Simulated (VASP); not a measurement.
# ScNb (P-6m2) in VASP: notebook

Runs on ScNb. Level: PBE. Tasks: single point.

Program: VASP 6.6.1. These are calculated values, not measurements. Logs are shortened: lines on timing, memory, paths and dates and some standing lists are left out, and cuts for length are marked.

### Step 1. The cell of the first run

The structure is hexagonal, space group P-6m2 (No. 187). Conventional cell: a = 3.066 Å, b = 3.066 Å, c = 5.072 Å, α = 90.00°, β = 90.00°, γ = 120.00°. Within 4.0 Å of Sc (site symmetry -6m2) lie 6 Sc at 3.07 Å and 6 Nb at 3.09 Å. Within 4.0 Å of Nb (site symmetry -6m2) lie 6 Nb at 3.07 Å and 6 Sc at 3.09 Å.

### Step 2. Single point, PBE

Contents of INCAR:

```
SYSTEM = ScNb
PREC = Accurate ; ENCUT = 520
EDIFF = 1E-6 ; ISMEAR = -1
SIGMA = 0.1 ; LREAL = .FALSE.
LASPH = .TRUE. ; NELM = 60
ALGO = Fast ; ISIF = 2
LWAVE = .FALSE. ; LCHARG = .FALSE.
GGA = PE ; NBANDS = 19
```

Contents of KPOINTS:

```
Automatic mesh
0
G
  6 6 4
  0 0 0
```

Contents of POSCAR:

```
ScNb
1.0
    3.0656443612      0.0000000000      0.0000000000
   -1.5328221806      2.6549258957      0.0000000000
    0.0000000000      0.0000000000      5.0721940000
Sc Nb
1 1
Direct
    0.0000000000      0.0000000000      0.0000000000
    0.3333333333      0.6666666667      0.5000000000
```

Potentials or basis: VASP PAW PBE potentials, release 64 (Sc_sv, Nb_sv).

Launch:

```console
$ cat potpaw_PBE.64/Sc_sv/POTCAR potpaw_PBE.64/Nb_sv/POTCAR > POTCAR
$ mpirun -np 1 vasp_std > vasp.out
```

OUTCAR:

```text
SYSTEM = ScNb
   PREC = Accurate
   ENCUT = 520
   EDIFF = 1E-6
   ISMEAR = -1
   LREAL = .FALSE.
   LASPH = .TRUE.
   NELM = 60
   ISIF = 2
   GGA = PE

 ion  position               nearest neighbor table
   1  0.000  0.000  0.000-   2 3.09   2 3.09   2 3.09   2 3.09   2 3.09   2 3.09
   2  0.333  0.667  0.500-   1 3.09   1 3.09   1 3.09   1 3.09   1 3.09   1 3.09

  LATTYP: Found a hexagonal cell.
 ALAT       =     3.0656443612
 C/A-ratio  =     1.6545278585

  Lattice vectors:

 A1 = (   3.0656443612,   0.0000000000,   0.0000000000)
 A2 = (  -1.5328221806,   2.6549258957,   0.0000000000)
 A3 = (   0.0000000000,   0.0000000000,   5.0721940000)

Analysis of symmetry for initial positions (statically):
=====================================================================
 Subroutine PRICEL returns:
 Original cell was already a primitive cell.

 Routine SETGRP: Setting up the symmetry group for a
 hexagonal supercell.

 Subroutine GETGRP returns: Found 12 space group operations
 (whereof 12 operations were pure point group operations)
 out of a pool of 24 trial point group operations.

The static configuration has the point symmetry D_3h.

Analysis of symmetry for dynamics (positions and initial velocities):
=====================================================================
 Subroutine PRICEL returns:
 Original cell was already a primitive cell.

 Routine SETGRP: Setting up the symmetry group for a
 hexagonal supercell.

 Subroutine GETGRP returns: Found 12 space group operations
 (whereof 12 operations were pure point group operations)
 out of a pool of 24 trial point group operations.

The dynamic configuration has the point symmetry D_3h.

 Subroutine INISYM returns: Found 12 space group operations
 (whereof 12 operations are pure point group operations),
 and found     1 'primitive' translations

----------------------------------------------------------------------------------------

                                     Primitive cell

  volume of cell :      41.2829

  direct lattice vectors                    reciprocal lattice vectors
     3.065644361  0.000000000  0.000000000     0.326195697  0.188329174  0.000000000
    -1.532822181  2.654925896  0.000000000     0.000000000  0.376658347  0.000000000
     0.000000000  0.000000000  5.072194000     0.000000000  0.000000000  0.197153342

[... 74 lines left out ...]
   LNONCOLLINEAR =      F non collinear calculations
   LSORBIT =      F    spin-orbit coupling
   LASPH  =      T    aspherical Exc in radial PAW
   ENCUT  =  520.0 eV  38.22 Ry    6.18 a.u.   5.70  5.70  9.43*2*pi/ulx,y,z
   NELM   =     60;   NELMIN=  2; NELMDL= -5     # of ELM steps
   EDIFF  = 0.1E-05   stopping-criterion for ELM
   LREAL  =      F    real-space projection
   EDIFFG = 0.1E-04   stopping-criterion for IOM
   NSW    =      0    number of steps for IOM
   IBRION =     -1    ionic relax: 0-MD 1-quasi-New 2-CG
   NFREE  =      0    steps in history (QN), initial steepest desc. (CG)
   ISIF   =      2    stress and relaxation
   ISYM   =      2    0-nonsym 1-usesym 2-fastsym
   POTIM  = 0.5000    time-step for ionic-motion
   TEBEG  =    0.0;   TEEND  =   0.0 temperature during run
   PSTRESS=    0.0 pullay stress
   NELECT =      24.0000    total number of electrons
   NUPDOWN=      -1.0000    fix difference up-down
   EMIN   =  10.00;   EMAX   =-10.00  energy-range for DOS
   EFERMI =   0.00;   METHOD = LEGACY
   ISMEAR =    -1;   SIGMA  =   0.10  broadening in eV -4-tet -1-fermi 0-gaus
   EFERMI_NEDOS =   21; number of points for ismear=-14 and -15
   IALGO  =     68    algorithm
   IMIX   =      4    mixing-type and parameters
     AMIX     =   0.40;   BMIX     =  1.00
     AMIX_MAG =   1.60;   BMIX_MAG =  1.00
  volume/ion in A,a.u.               =      20.64       139.30
  Fermi-wavevector in a.u.,A,eV,Ry     =   1.366329  2.581987 25.400097  1.866854
  Thomas-Fermi vector in A             =   2.492479
   LORBIT       =      0    0 simple, 1 ext, 2 COOP (PROOUT), +10 PAW based schemes
   GGA     = PE    functional components
   LHFCALC =     F    Hartree Fock is set to
   AEXX    =    0.0000 exact exchange contribution
   IVDW    =     0    specifies the selected vdW correction
   LEPSILON=     F    determine dielectric tensor
   LRPA    =     F    only Hartree local field effects (RPA)
 non-spin polarized calculation
 RMM-DIIS sequential band-by-band and
  energy-cutoff  :      520.00
  volume of cell :       41.28
 maximum number of plane-waves:      1128
 NGX is ok and might be reduce to    24
   NGX = 11   NGY = 11   NGZ = 19

 number of electron      24.0000000 magnetization

 Free energy of the ion-electron system (eV)
  ---------------------------------------------------
  ext. energy  EPLUGINS =         0.00000000
  ---------------------------------------------------
  free energy    TOTEN  =       -16.08616775 eV

  energy without entropy =      -16.00538242  energy(sigma->0) =      -16.04577508

 E-fermi :   7.2437     XC(G=0): -11.2118

 val. band max:        7.2186326708   @ k =   0.1667  -0.0000   0.5000
 cond. band min:       7.3588419071   @ k =   0.1667  -0.0000   0.5000
 fundamental gap:      0.1402092363
 Fermi energy:         7.2437491491

 k-point     1 :       0.0000    0.0000    0.0000
  band No.  band energies     occupation
      1     -47.4993      2.00000
      2     -41.7978      2.00000
      3     -23.6477      2.00000
      4     -23.1309      2.00000
      5     -23.1309      2.00000
      6     -20.3993      2.00000
[... 439 lines left out ...]
      6     -20.5537      2.00000
[... 11 lines left out ...]
     18      11.5249      0.00000
     19      14.5892      0.00000

------------------------ aborting loop because EDIFF is reached ----------------------------------------

  FORCE on cell =-STRESS in cart. coord.  units (eV):
  Direction    XX          YY          ZZ          XY          YZ          ZX
  --------------------------------------------------------------------------------------
  -------------------------------------------------------------------------------------
  Total       -0.1756099     -0.1756099      0.0732658      0.0000000      0.0000000     -0.0000000
  in kB       -6.8153715     -6.8153715      2.8434270      0.0000000      0.0000000     -0.0000000
  external PRESSURE =      -3.5957720 kB  Pullay stress =       0.0000000 kB

 VOLUME and BASIS-vectors are now :
 -----------------------------------------------------------------------------
  energy-cutoff  :      520.00
  volume of cell :       41.28
      direct lattice vectors                 reciprocal lattice vectors
     3.065644361  0.000000000  0.000000000     0.326195697  0.188329174  0.000000000
    -1.532822181  2.654925896  0.000000000     0.000000000  0.376658347  0.000000000
     0.000000000  0.000000000  5.072194000     0.000000000  0.000000000  0.197153342

 POSITION                                       TOTAL-FORCE (eV/Angst)
 -----------------------------------------------------------------------------------
      0.00000      0.00000      0.00000         0.000000     -0.000000      0.000000
     -0.00000      1.76995      2.53610        -0.000000      0.000000      0.000000
 -----------------------------------------------------------------------------------
    total drift:                                0.000000     -0.000000     -0.000000

  FREE ENERGIE OF THE ION-ELECTRON SYSTEM (eV)
  ---------------------------------------------------
  free  energy   TOTEN  =       -16.0861677529 eV

  energy  without entropy=      -16.0053824163  energy(sigma->0) =      -16.04577508
```

OSZICAR:

```text
N       E                     dE             d eps       ncg     rms          rms(c)
DAV:   1     0.262491730841E+03    0.26249E+03   -0.11902E+04   798   0.135E+03
DAV:   2     0.343707169098E+01   -0.25905E+03   -0.25507E+03   798   0.475E+02
DAV:   3    -0.160631133221E+02   -0.19500E+02   -0.18843E+02  1527   0.114E+02
DAV:   4    -0.171566942295E+02   -0.10936E+01   -0.10709E+01  1115   0.218E+01
[... 26 lines left out ...]
RMM:  31    -0.160861618725E+02   -0.18303E-05   -0.16972E-05   954   0.336E-02    0.712E-03
RMM:  32    -0.160861644132E+02   -0.25407E-05   -0.23331E-05   897   0.288E-02    0.296E-03
RMM:  33    -0.160861656535E+02   -0.12404E-05   -0.11254E-05   857   0.271E-02    0.438E-03
RMM:  34    -0.160861669901E+02   -0.13365E-05   -0.13050E-05   818   0.222E-02    0.531E-03
RMM:  35    -0.160861677529E+02   -0.76278E-06   -0.75414E-06   775   0.211E-02
   1 F= -.16086168E+02 E0= -.16045775E+02  d E =-.807853E-01
```

stdout:

```text
POSCAR found type information on POSCAR ScNb
 POSCAR found :  2 types and       2 ions
 scaLAPACK will be used
 LDA part: xc-table for (Slater+PW92), standard interpolation
 POSCAR, INCAR and KPOINTS ok, starting setup
 FFT: planning ... GRIDC
 FFT: planning ... GRID_SOFT
 FFT: planning ... GRID
 WAVECAR not read
 entering main loop
WARNING in EDDRMM: call to ZHEGV failed, returncode =   8  4     15
WARNING in EDDRMM: call to ZHEGV failed, returncode =   8  4     12
```

Wall time 85 s (1 thread of AMD EPYC 7R43 (Zen 3), shared host); peak memory 0.12 GiB.

Results:

* Free energy: -16.0862 eV
* Pressure: -0.4 GPa
* Band gap on the k mesh: zero (band 12 reaches 7.80 eV, above the bottom of band 13 at 6.82 eV)

Caveat: the k points lie up to 0.39 Å⁻¹ apart.

(Continued in part 2 of 2.)
